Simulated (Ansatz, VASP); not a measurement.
## SrCl in VASP and in Ansatz

```
Sr Cl
1.0
     0.00000    2.74283    2.74283
     2.74283    0.00000    2.74283
     2.74283    2.74283    0.00000
Sr Cl
1 1
Direct
  0.50000 0.50000 0.50000
  0.00000 0.00000 0.00000
```

Alike in both runs: task single point; functional PBEsol; k mesh 6 × 6 × 6; occupations gaussian, width 0.1 eV; no spin polarisation.

```csv
,VASP,Ansatz
version,VASP 6.6.1,Ansatz 0.2.0
potentials or method,"VASP PAW PBE potentials, release 64 (Sr_sv, Cl), cutoff 520 eV","scalar-relativistic, plane waves, PAW"
valence electrons in the cell,17,17
```

Ansatz gave:

```
gap on the k mesh at the Fermi level (eV) : none
pressure (GPa)                            : 13.5
```

Estimate VASP's values.

gap on the k mesh at the Fermi level (eV): none; pressure (GPa): 14.1.

VASP's potentials were made for PBE, not for PBEsol. A gap of «none» marks a metal or a gap that the smearing closes.
